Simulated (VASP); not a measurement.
Here is a VASP 6.6.1 calculation.

The input INCAR:

```
ALGO = Normal
EDIFF = 1E-7
ENCUT = 520
GGA = PS
ISIF = 2
ISMEAR = -1
LASPH = True
LCHARG = False
LREAL = False
LWAVE = False
NBANDS = 13
NELM = 60
PREC = Accurate
SIGMA = 0.1
```

File KPOINTS:

```
k-points
0
Gamma
  8 8 8
```

POSCAR

```
Sn
1.0
   -1.7477938853      1.7876659071      2.1322813260
    1.7477938853     -1.7876659071      2.1322813260
    1.7477938853      1.7876659071     -2.1322813260
Sn
1
Direct
    0.0033238040     -0.0009931105     -0.0019548735
```

Potentials or basis: VASP PAW PBE potentials, release 64 (Sn_d).

Run with:

```console
$ cat potpaw_PBE.64/Sn_d/POTCAR > POTCAR
$ mpirun -np 1 vasp_std > vasp.out
```

Question: What does it give for the band gap on the k mesh?

Answer: Zero (band 7 reaches 15.91 eV, above the bottom of band 8 at 6.34 eV).

Question: What does it give for the pressure?

Answer: -1.0 GPa.

Stress tensor (GPa, compression positive):
```
-0.67  0.00  0.00
 0.00 -1.41  0.00
 0.00  0.00 -0.87
```

Caveat: the PAW data sets were made with another functional, which shifts forces and pressure a little; spin-orbit coupling is left out, which moves the levels of the heavy elements.
